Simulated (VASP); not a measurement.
# SiC (gwk.c) (F-43m) in VASP: single point with PBE

Aim: the single point of SiC (gwk.c) with PBE.

Program: VASP 6.6.1. These are calculated values, not measurements. Logs are shortened: lines on timing, memory, paths and dates and some standing lists are left out, and cuts for length are marked.

**What was measured.**

From “Insight into the structural, elastic and electronic properties of a new orthorhombic 6O-SiC polytype”, 2020, pmc:7200658, for a bulk crystal of SiC: band gap 2.4 eV (indirect).

How close the calculation comes is told below.

## 1. The cell of the first run

It takes space group F-43m (No. 216, cubic). Conventional cell: a = 4.380 Å, b = 4.380 Å, c = 4.380 Å, α = 90.00°, β = 90.00°, γ = 90.00°. Si (site symmetry -43m) has 4 C at 1.90 Å within 2.5 Å. Within 2.5 Å of C (site symmetry -43m) lie 4 Si at 1.90 Å.

## 2. Single point, PBE

Input file INCAR:

```
SYSTEM = SiC
ALGO = Normal
EDIFF = 1E-6
ENCUT = 600
GGA = PE
GGA_COMPAT = .FALSE.
ISIF = 2
ISMEAR = 0
LASPH = .TRUE.
LCHARG = .FALSE.
LREAL = .FALSE.
LWAVE = .FALSE.
NBANDS = 11
NELM = 120
PREC = Accurate
SIGMA = 0.01
```

Input file KPOINTS:

```
k-points
0
G
  8 8 8
  0 0 0
```

Input file POSCAR:

```
SiC
1.0
    0.0000000000      2.1898721326      2.1898721326
    2.1898721326      0.0000000000      2.1898721326
    2.1898721326      2.1898721326      0.0000000000
Si C
1 1
Direct
    0.0000000000      0.0000000000      0.0000000000
    0.2500000000      0.2500000000      0.2500000000
```

Potentials or basis: VASP PAW PBE potentials, release 64 (Si, C).

On the command line:

```sh
$ cat potpaw_PBE.64/Si/POTCAR potpaw_PBE.64/C/POTCAR > POTCAR
$ mpirun -np 1 vasp_std > vasp.out
```

OUTCAR:

```text
SYSTEM = SiC
   EDIFF = 1E-6
   ENCUT = 600
   GGA = PE
   ISIF = 2
   ISMEAR = 0
   LASPH = .TRUE.
   LREAL = .FALSE.
   NELM = 120
   PREC = Accurate

 ion  position               nearest neighbor table
   1  0.000  0.000  0.000-   2 1.90   2 1.90   2 1.90   2 1.90
   2  0.250  0.250  0.250-   1 1.90   1 1.90   1 1.90   1 1.90

  LATTYP: Found a face centered cubic cell.
 ALAT       =     4.3797442652

  Lattice vectors:

 A1 = (   0.0000000000,   2.1898721326,   2.1898721326)
 A2 = (   2.1898721326,   0.0000000000,   2.1898721326)
 A3 = (   2.1898721326,   2.1898721326,   0.0000000000)

Analysis of symmetry for initial positions (statically):
=====================================================================
 Subroutine PRICEL returns:
 Original cell was already a primitive cell.

 Routine SETGRP: Setting up the symmetry group for a
 face centered cubic supercell.

 Subroutine GETGRP returns: Found 24 space group operations
 (whereof 24 operations were pure point group operations)
 out of a pool of 48 trial point group operations.

The static configuration has the point symmetry T_d .

Analysis of symmetry for dynamics (positions and initial velocities):
=====================================================================
 Subroutine PRICEL returns:
 Original cell was already a primitive cell.

 Routine SETGRP: Setting up the symmetry group for a
 face centered cubic supercell.

 Subroutine GETGRP returns: Found 24 space group operations
 (whereof 24 operations were pure point group operations)
 out of a pool of 48 trial point group operations.

The dynamic configuration has the point symmetry T_d .

 Subroutine INISYM returns: Found 24 space group operations
 (whereof 24 operations are pure point group operations),
 and found     1 'primitive' translations

----------------------------------------------------------------------------------------

                                     Primitive cell

  volume of cell :      21.0032

  direct lattice vectors                    reciprocal lattice vectors
     0.000000000  2.189872133  2.189872133    -0.228323833  0.228323833  0.228323833
     2.189872133  0.000000000  2.189872133     0.228323833 -0.228323833  0.228323833
     2.189872133  2.189872133  0.000000000     0.228323833  0.228323833 -0.228323833

  length of vectors
     3.096946870  3.096946870  3.096946870     0.395468480  0.395468480  0.395468480

  position of ions in fractional coordinates (direct lattice)
     0.000000000  0.000000000  0.000000000
     0.250000000  0.250000000  0.250000000

  ion indices of the primitive-cell ions
   primitive index   ion index
                 1           1
                 2           2

----------------------------------------------------------------------------------------

 KPOINTS: k-points

Automatic generation of k-mesh.
 Grid dimensions read from file:
 generate k-points for:    8    8    8

 Generating k-lattice:

  Cartesian coordinates                     Fractional coordinates (reciprocal lattice)
    -0.028540479  0.028540479  0.028540479     0.125000000  0.000000000  0.000000000
     0.028540479 -0.028540479  0.028540479     0.000000000  0.125000000  0.000000000
     0.028540479  0.028540479 -0.028540479     0.000000000  0.000000000  0.125000000

  Length of vectors
     0.049433560  0.049433560  0.049433560

  Shift w.r.t. Gamma in fractional coordinates (k-lattice)
     0.000000000  0.000000000  0.000000000

 Subroutine IBZKPT returns following result:
 ===========================================

 Found     29 irreducible k-points:

 Following reciprocal coordinates:
            Coordinates               Weight
  0.000000  0.000000  0.000000      1.000000
  0.125000  0.000000  0.000000      8.000000
  0.250000  0.000000  0.000000      8.000000
  0.375000  0.000000  0.000000      8.000000
  0.500000  0.000000  0.000000      4.000000
  0.125000  0.125000  0.000000      6.000000
[... 16 lines left out ...]
  0.500000  0.250000  0.125000     48.000000
 -0.375000  0.250000  0.125000     24.000000
 [... further k-points ...]
   k-points           NKPTS =     29   k-points in BZ     NKDIM =     29   number of bands    NBANDS=     11
   number of dos      NEDOS =    301   number of ions     NIONS =      2
   total plane-waves  NPLWV =  21952
   dimension x,y,z NGX =    28 NGY =   28 NGZ =   28
   dimension x,y,z NGXF=    56 NGYF=   56 NGZF=   56
   ions per type =               1   1
   NGX,Y,Z   is equivalent  to a cutoff of  15.03, 15.03, 15.03 a.u.
   NGXF,Y,Z  is equivalent  to a cutoff of  30.06, 30.06, 30.06 a.u.
 SYSTEM =  SiC
   PREC   = accura    normal or accurate (medium, high low for compatibility)
   ISTART =      0    job   : 0-new  1-cont  2-samecut
   ICHARG =      2    charge: 1-file 2-atom 10-const
   ISPIN  =      1    spin polarized calculation?
   LNONCOLLINEAR =      F non collinear calculations
   LSORBIT =      F    spin-orbit coupling
   LASPH  =      T    aspherical Exc in radial PAW
   ENCUT  =  600.0 eV  44.10 Ry    6.64 a.u.   6.19  6.19  6.19*2*pi/ulx,y,z
   NELM   =    120;   NELMIN=  2; NELMDL= -5     # of ELM steps
   EDIFF  = 0.1E-05   stopping-criterion for ELM
   LREAL  =      F    real-space projection
   EDIFFG = 0.1E-04   stopping-criterion for IOM
   NSW    =      0    number of steps for IOM
   IBRION =     -1    ionic relax: 0-MD 1-quasi-New 2-CG
   NFREE  =      0    steps in history (QN), initial steepest desc. (CG)
   ISIF   =      2    stress and relaxation
   ISYM   =      2    0-nonsym 1-usesym 2-fastsym
   POTIM  = 0.5000    time-step for ionic-motion
   TEBEG  =    0.0;   TEEND  =   0.0 temperature during run
   PSTRESS=    0.0 pullay stress
   NELECT =       8.0000    total number of electrons
   NUPDOWN=      -1.0000    fix difference up-down
   EMIN   =  10.00;   EMAX   =-10.00  energy-range for DOS
   EFERMI =   0.00;   METHOD = LEGACY
   ISMEAR =     0;   SIGMA  =   0.01  broadening in eV -4-tet -1-fermi 0-gaus
   EFERMI_NEDOS =   21; number of points for ismear=-14 and -15
   IALGO  =     38    algorithm
   IMIX   =      4    mixing-type and parameters
     AMIX     =   0.40;   BMIX     =  1.00
     AMIX_MAG =   1.60;   BMIX_MAG =  1.00
  volume/ion in A,a.u.               =      10.50        70.87
  Fermi-wavevector in a.u.,A,eV,Ry     =   1.186705  2.242547 19.160657  1.408269
  Thomas-Fermi vector in A             =   2.322872
   LORBIT       =      0    0 simple, 1 ext, 2 COOP (PROOUT), +10 PAW based schemes
   GGA     = PE    functional components
   LHFCALC =     F    Hartree Fock is set to
   AEXX    =    0.0000 exact exchange contribution
   IVDW    =     0    specifies the selected vdW correction
   LEPSILON=     F    determine dielectric tensor
   LRPA    =     F    only Hartree local field effects (RPA)
 non-spin polarized calculation
 Gauss-broadening in eV      SIGMA  =   0.01
  energy-cutoff  :      600.00
  volume of cell :       21.00
 maximum number of plane-waves:       725
 NGX is ok and might be reduce to    28
   NGX = 13   NGY = 13   NGZ = 13

 number of electron       8.0000000 magnetization

 Free energy of the ion-electron system (eV)
  ---------------------------------------------------
  ext. energy  EPLUGINS =         0.00000000
  ---------------------------------------------------
  free energy    TOTEN  =       -15.06115286 eV

  energy without entropy =      -15.06115286  energy(sigma->0) =      -15.06115286

 E-fermi :   8.0255     XC(G=0): -11.2908

 val. band max:        7.9405316544   @ k =   0.0000   0.0000   0.0000
 cond. band min:       9.3108245190   @ k =   0.5000   0.5000   0.0000
 fundamental gap:      1.3702928646
 Fermi energy:         8.0254930062

 k-point     1 :       0.0000    0.0000    0.0000
  band No.  band energies     occupation
      1      -7.3463      2.00000
      2       7.9405      2.00000
      3       7.9405      2.00000
      4       7.9405      2.00000
      5      13.9990      0.00000
      6      15.1448      0.00000
      7      15.1448      0.00000
      8      15.1448      0.00000
      9      22.3602      0.00000
     10      22.3602      0.00000
     11      24.1902      0.00000

 k-point     2 :       0.1250    0.0000    0.0000
  band No.  band energies     occupation
      1      -7.0452      2.00000
      2       6.4610      2.00000
      3       7.7403      2.00000
      4       7.7403      2.00000
      5      14.2689      0.00000
      6      15.4936      0.00000
      7      15.4936      0.00000
      8      15.6427      0.00000
      9      21.1569      0.00000
     10      21.1569      0.00000
     11      23.8769      0.00000

 k-point     3 :       0.2500    0.0000    0.0000
  band No.  band energies     occupation
      1      -6.1653      2.00000
      2       3.6751      2.00000
      3       7.3368      2.00000
      4       7.3368      2.00000
      5      13.7978      0.00000
      6      15.7558      0.00000
      7      15.7558      0.00000
      8      17.1609      0.00000
      9      20.9779      0.00000
     10      20.9779      0.00000
     11      22.9518      0.00000

 k-point     4 :       0.3750    0.0000    0.0000
  band No.  band energies     occupation
      1      -4.8305      2.00000
      2       0.9675      2.00000
      3       7.0108      2.00000
      4       7.0108      2.00000
      5      13.3830      0.00000
      6      15.3524      0.00000
      7      15.3524      0.00000
      8      17.8637      0.00000
      9      22.9282      0.00000
     10      22.9282      0.00000
     11      23.3100      0.00000
[... 239 lines left out ...]
 k-point    22 :       0.3750    0.2500    0.1250
  band No.  band energies     occupation
      1      -5.4008      2.00000
      2       3.4733      2.00000
      3       5.1088      2.00000
      4       6.6734      2.00000
      5      13.2554      0.00000
      6      15.4618      0.00000
      7      16.3012      0.00000
      8      17.8851      0.00000
      9      20.0612      0.00000
     10      23.8084      0.00000
     11      27.2012      0.00000

 k-point    23 :       0.5000    0.2500    0.1250
  band No.  band energies     occupation
      1      -4.1191      2.00000
      2       1.4714      2.00000
      3       4.3715      2.00000
      4       6.0343      2.00000
      5      13.2098      0.00000
      6      15.4277      0.00000
      7      17.0208      0.00000
      8      18.2735      0.00000
      9      21.1886      0.00000
     10      24.2866      0.00000
     11      27.0956      0.00000

 k-point    24 :      -0.3750    0.2500    0.1250
  band No.  band energies     occupation
      1      -3.1943      2.00000
      2       0.1808      2.00000
      3       4.2569      2.00000
      4       5.7039      2.00000
      5      13.1569      0.00000
      6      15.1119      0.00000
      7      17.9643      0.00000
      8      18.8146      0.00000
      9      21.2185      0.00000
     10      24.0287      0.00000
     11      27.0877      0.00000

 [... further k-points ...]
[... 5 lines left out ...]
  --------------------------------------------------------------------------------------
  -------------------------------------------------------------------------------------
  Total       -0.0234979     -0.0234979     -0.0234979     -0.0000000      0.0000000      0.0000000
  in kB       -1.7924728     -1.7924728     -1.7924728     -0.0000000      0.0000000      0.0000000
  external PRESSURE =      -1.7924728 kB  Pullay stress =       0.0000000 kB

 VOLUME and BASIS-vectors are now :
 -----------------------------------------------------------------------------
  energy-cutoff  :      600.00
  volume of cell :       21.00
      direct lattice vectors                 reciprocal lattice vectors
     0.000000000  2.189872133  2.189872133    -0.228323833  0.228323833  0.228323833
     2.189872133  0.000000000  2.189872133     0.228323833 -0.228323833  0.228323833
     2.189872133  2.189872133  0.000000000     0.228323833  0.228323833 -0.228323833

 POSITION                                       TOTAL-FORCE (eV/Angst)
 -----------------------------------------------------------------------------------
      0.00000      0.00000      0.00000         0.000000      0.000000      0.000000
      1.09494      1.09494      1.09494        -0.000000     -0.000000     -0.000000
 -----------------------------------------------------------------------------------
    total drift:                               -0.000000     -0.000000     -0.000000

  FREE ENERGIE OF THE ION-ELECTRON SYSTEM (eV)
  ---------------------------------------------------
  free  energy   TOTEN  =       -15.0611528609 eV

  energy  without entropy=      -15.0611528609  energy(sigma->0) =      -15.06115286
```

Wall time 8 s (1 thread of Intel Xeon 6975P-C (Granite Rapids), shared host); peak memory 0.14 GiB.

What came out:

```
Free energy            : -15.0612 eV
Pressure               : -0.2 GPa
Band gap on the k mesh : 1.37 eV, indirect (least direct gap 4.53 eV)
```

## 3. Comparison with measurements

Step 2. Measured gap of SiC: 2.4 eV (indirect; quoted in “Insight into the structural, elastic and electronic properties of a new orthorhombic 6O-SiC polytype”, 2020, pmc:7200658). This calculation gives 1.37 eV (-1.03 eV). The value is that of PBE on a finite k mesh, which can miss the band edges, without temperature or zero-point motion. Semilocal functionals fall short of measured gaps as a rule.
